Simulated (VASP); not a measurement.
Crystal: Ga3Se2.

```
CELL_PARAMETERS angstrom
4.23916 0.00000 0.00000
-2.11958 3.67122 0.00000
0.00000 0.00000 6.59544
ATOMIC_POSITIONS crystal
Ga 0.00000 0.00000 0.00000
Ga 0.33333 0.66667 0.64500
Ga 0.66667 0.33333 0.35500
Se 0.33333 0.66667 0.24500
Se 0.66667 0.33333 0.75500
```

```yaml
Program: VASP 6.6.1
Task: relaxation of cell and atoms
Functional: PBE
Potentials_or_basis: VASP PAW PBE potentials, release 64 (Ga_d, Se)
Cutoff: 600 eV
k_mesh: 6 × 6 × 4
Occupations: gaussian, width 0.1 eV
Spin: no spin polarisation
```

At the start: pressure 13.1 GPa; volume 20.53 Å³/atom.

Question: How do energy, volume and symmetry change on relaxing?

Answer: Over 15 steps the energy falls by 232.8 meV/atom and the volume is 24.76 Å³/atom (+20.6 %); space group P-3m1 (No. 164, to 0.1 Å) before and after.

The path:
| step | energy change (eV) | largest force (eV/Å) | pressure (GPa) | volume (Å³) |
| --- | --- | --- | --- | --- |
| 1 | 0.0000 | 0.7423 | 13.11 | 102.64 |
| 2 | -0.9771 | 0.2505 | -0.11 | 129.62 |
| 3 | -0.9772 | 0.2477 | -0.26 | 130.16 |
| 4 | -1.0001 | 0.2574 | -0.28 | 129.79 |
| 5 | -1.0643 | 0.2826 | -0.32 | 128.56 |
| 6 | -1.0995 | 0.4421 | -0.02 | 125.53 |
| 7 | -1.1062 | 0.3764 | -0.19 | 126.59 |
| 8 | -1.1352 | 0.2607 | -0.04 | 125.22 |
| 9 | -1.1609 | 0.0385 | 0.43 | 122.23 |
| 10 | -1.1625 | 0.0463 | -0.38 | 124.89 |
| 11 | -1.1637 | 0.0418 | -0.11 | 123.85 |
| 12 | -1.1637 | 0.0409 | 0.03 | 123.62 |
| 13 | -1.1637 | 0.0413 | 0.00 | 123.72 |
| 14 | -1.1637 | 0.0415 | -0.07 | 123.78 |
| 15 | -1.1641 | 0.0236 | -0.01 | 123.80 |

Final structure:
```xyz
5
Lattice="4.7974 0.0000 0.0000 -2.3987 4.1546 0.0000 0.0000 0.0000 6.2111" Properties=species:S:1:pos:R:3 pbc="T T T"
Ga    4.7974    0.0000    0.0000
Ga    0.0000    2.7698    4.2668
Ga    2.3987    1.3849    1.9443
Se    0.0000    2.7698    1.5439
Se    2.3987    1.3849    4.6672
```

Caveat: the volume moved by over 15 % at a fixed basis, so the end points are rough.
